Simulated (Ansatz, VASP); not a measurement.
Te2Mo: VASP beside Ansatz

Contents of INCAR:

```
PREC = Accurate
ENCUT = 520
EDIFF = 1E-6
ISMEAR = 0
SIGMA = 0.05
LREAL = False
LASPH = True
NELM = 60
ALGO = Normal
ISIF = 2
LWAVE = False
LCHARG = False
GGA = PS
NBANDS = 35
```

Contents of KPOINTS:

```
regular mesh
0
Gamma
  12 12 2
```

POSCAR

```
Te2Mo
1.0
    3.4939942427      0.0000000000      0.0000000000
   -1.7469971213      3.0258877748      0.0000000000
    0.0000000000      0.0000000000     13.6583254868
Te Mo
4 2
Direct
    0.3333333333      0.6666666667      0.6211281373
    0.6666666667      0.3333333333      0.1211281373
    0.3333333333      0.6666666667      0.8788718627
    0.6666666667      0.3333333333      0.3788718627
    0.3333333333      0.6666666667      0.2500000000
    0.6666666667      0.3333333333      0.7500000000
```

Input for Ansatz:

```yaml
crystal:
  lattice:
    - [3.4939942427, 0.0, 0.0]
    - [-1.7469971213, 3.0258877748, 0.0]
    - [0.0, 0.0, 13.6583254868]
  atoms:
    - { symbol: Te, position: [0.3333333333, 0.6666666667, 0.6211281373] }
    - { symbol: Te, position: [0.6666666667, 0.3333333333, 0.1211281373] }
    - { symbol: Te, position: [0.3333333333, 0.6666666667, 0.8788718627] }
    - { symbol: Te, position: [0.6666666667, 0.3333333333, 0.3788718627] }
    - { symbol: Mo, position: [0.3333333333, 0.6666666667, 0.25] }
    - { symbol: Mo, position: [0.6666666667, 0.3333333333, 0.75] }
basis:
  ecutwfc: 420
kpoints:
  mp_grid: { grid: [12, 12, 2] }
hamiltonian:
  xc: pbesol
scf:
  occupations: { method: gaussian, width: 0.05 }
output:
  forces: true
  stress: true
  eigenvalues: true
```

Change from the starting cell: strain +0.000 along x and y, -0.025 along z, atoms carried along.

Alike in both runs: task single point; functional PBEsol; k mesh 12 × 12 × 2; occupations gaussian, width 0.05 eV; no spin polarisation.

|  | VASP | Ansatz |
| --- | --- | --- |
| version | VASP 6.6.1 | Ansatz 0.2.0 |
| potentials or method | VASP PAW PBE potentials, release 64 (Te, Mo_sv), cutoff 520 eV | scalar-relativistic, plane waves, PAW |
| valence electrons in the cell | 52 | 92 |

```csv
,VASP,Ansatz,Ansatz less VASP
gap on the k mesh at the Fermi level (eV),0.63,0.64,+0.009
least direct gap on the mesh (eV),1.03,1.03,+0.002
pressure (GPa),3.4,3.3,-0.14
"traceless stress, the component that is largest in VASP (GPa)",2.46,2.37,-0.088
rms of the force components (eV/Å),0.314,0.297,-0.0169
```

VASP's potentials were made for PBE, not for PBEsol. Atom by atom the forces differ by 0.017 eV/Å (rms over components). VASP's potentials hold 52 valence electrons a cell and Ansatz's 92, so a difference there can come from the potentials and not from the codes.

Spin-orbit coupling is off throughout.
